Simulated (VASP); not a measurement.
Here is a VASP 6.6.1 calculation.

Contents of INCAR:

```
PREC = Accurate
ENCUT = 520
EDIFF = 1E-6
ISMEAR = 0
SIGMA = 0.1
LREAL = False
LASPH = True
NELM = 80
ALGO = Normal
ISIF = 2
LWAVE = False
LCHARG = False
GGA = PE
NBANDS = 42
```

Contents of KPOINTS:

```
Automatic mesh
0
Gamma
  6 4 4
```

POSCAR

```
TaN
1.0
    2.9464727717      0.0000660938     -0.0000076031
   -0.0000280619      5.1134727586      0.0000001888
    0.0000164341     -0.0000304435      5.7985523146
Ta N
4 4
Direct
   -0.0000183598      0.3332287541      0.2499972669
   -0.0000177423      0.3332273395      0.7499973876
    0.4999832023      0.8332290873      0.2499988713
    0.4999816159      0.8332277012      0.7499986675
    0.5000223452      0.5001049340      0.5000042734
    0.5000163407      0.5001058713      0.0000030526
    1.0000170905      1.0001039505      0.5000007671
    0.0000155073      0.0001056954     -0.0000002863
```

Potentials or basis: VASP PAW PBE potentials, release 64 (Ta_pv, N).

The run is started by

```bash
$ cat potpaw_PBE.64/Ta_pv/POTCAR potpaw_PBE.64/N/POTCAR > POTCAR
$ mpirun -np 1 vasp_std > vasp.out
```

(1) Estimate the pressure.

(2) Predict the largest force.

(3) Predict the band gap on the k mesh.

Answers

(1) 0.7 GPa.

(2) 0.004 eV/Å.

(3) zero (bands 32 and 33 overlap by 0.19 eV).

Caveat: spin-orbit coupling is left out, which moves the levels of the heavy elements.
